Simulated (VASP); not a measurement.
Wanted: the native input for a VASP 6.6.1 run.

- Task: relaxation of cell and atoms
- Functional: PBEsol
- Potentials or basis: VASP PAW PBE potentials, release 64 (Sb)
- Cutoff: 600 eV
- k mesh: 16 × 16 × 16
- Occupations: methfessel-paxton, width 0.1 eV
- Spin: no spin polarisation
- Dipole correction: no
- Further INCAR settings: ALGO = Normal; EDIFF = 1e-06; IBRION = 2; EDIFFG = -0.03; NSW = 80; ISIF = 3

The structure of Sb lies in POSCAR:

```
Sb
1.0
   -1.8644500000      1.8644500000      1.8644500000
    1.8644500000     -1.8644500000      1.8644500000
    1.8644500000      1.8644500000     -1.8644500000
Sb
1
Direct
    0.0000000000      0.0000000000      0.0000000000
```

The input as run:

INCAR

```
SYSTEM = Sb
ALGO = Normal ; EDIFF = 1E-6
EDIFFG = -0.03 ; ENCUT = 600
GGA = PS ; IBRION = 2
ISIF = 3 ; ISMEAR = 1
LASPH = .True. ; LCHARG = .False.
LREAL = .False. ; LWAVE = .False.
NELM = 100 ; NSW = 80
PREC = Accurate ; SIGMA = 0.1
```

KPOINTS

```
k-points
0
Gamma
  16 16 16
  0 0 0
```

Potentials or basis: VASP PAW PBE potentials, release 64 (Sb).

Command:

```sh
$ cat potpaw_PBE.64/Sb/POTCAR > POTCAR
$ mpirun -np 1 vasp_std > vasp.out
```

Results of the run:

| Quantity | Value |
| --- | --- |
| Pressure after relaxing | 0.0 GPa |

Caveat: the relaxation stopped at its first step, so nothing moved; the PAW data sets were made with another functional, which shifts forces and pressure a little.

Wall time 20 s on 1 thread of Intel(R) Xeon(R) Platinum 8375C CPU @ 2.90GHz (Ice Lake), on a shared host, peak memory 0.17 GiB.
